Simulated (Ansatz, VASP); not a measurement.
**InAs in VASP and in Ansatz**

File INCAR:

```
PREC = Accurate ; ENCUT = 520
EDIFF = 1E-6 ; ISMEAR = 0
SIGMA = 0.15 ; LREAL = False
LASPH = True ; NELM = 60
ALGO = Normal ; ISIF = 2
LWAVE = False ; LCHARG = True
GGA = PS ; LELF = True
LVHAR = True ; NBANDS = 16
```

Contents of KPOINTS:

```
Automatic mesh
0
Gamma
  16 16 16
```

File POSCAR:

```
InAs
1.0
    0.0000000000      3.4909529960      2.2691194474
    3.4909529960      0.0000000000      2.2691194474
    3.4909529960      3.4909529960      0.0000000000
In As
1 1
Direct
    0.0000000000      0.0000000000      0.0000000000
    0.7500000000      0.7500000000      0.7500000000
```

Input for Ansatz:

```yaml
crystal:
  lattice:
    - [0.0, 3.490952996, 2.2691194474]
    - [3.490952996, 0.0, 2.2691194474]
    - [3.490952996, 3.490952996, 0.0]
  atoms:
    - { symbol: In, position: [0.0, 0.0, 0.0] }
    - { symbol: As, position: [0.75, 0.75, 0.75] }
basis:
  ecutwfc: 420
kpoints:
  mp_grid: { grid: [16, 16, 16] }
hamiltonian:
  xc: pbesol
scf:
  occupations: { method: gaussian, width: 0.15 }
output:
  forces: true
  stress: true
  eigenvalues: true
```

Alike in both runs: task single point; functional PBEsol; k mesh 16 × 16 × 16; occupations gaussian, width 0.15 eV; no spin polarisation.

|  | VASP | Ansatz |
| --- | --- | --- |
| version | VASP 6.6.1 | Ansatz 0.2.0 |
| potentials or method | VASP PAW PBE potentials, release 64 (In_d, As), cutoff 520 eV | scalar-relativistic, plane waves, PAW |
| valence electrons in the cell | 18 | 28 |

|  | VASP | Ansatz | Ansatz less VASP |
| --- | --- | --- | --- |
| gap on the k mesh at the Fermi level (eV) | none | none | - |
| pressure (GPa) | -2.7 | -2.7 | -0.07 |
| traceless stress, the component that is largest in VASP (GPa) | 3.85 | 3.89 | +0.037 |

VASP's potentials were made for PBE, not for PBEsol. A gap of «none» marks a metal or a gap that the smearing closes. VASP's potentials hold 18 valence electrons a cell and Ansatz's 28, so a difference there can come from the potentials and not from the codes.
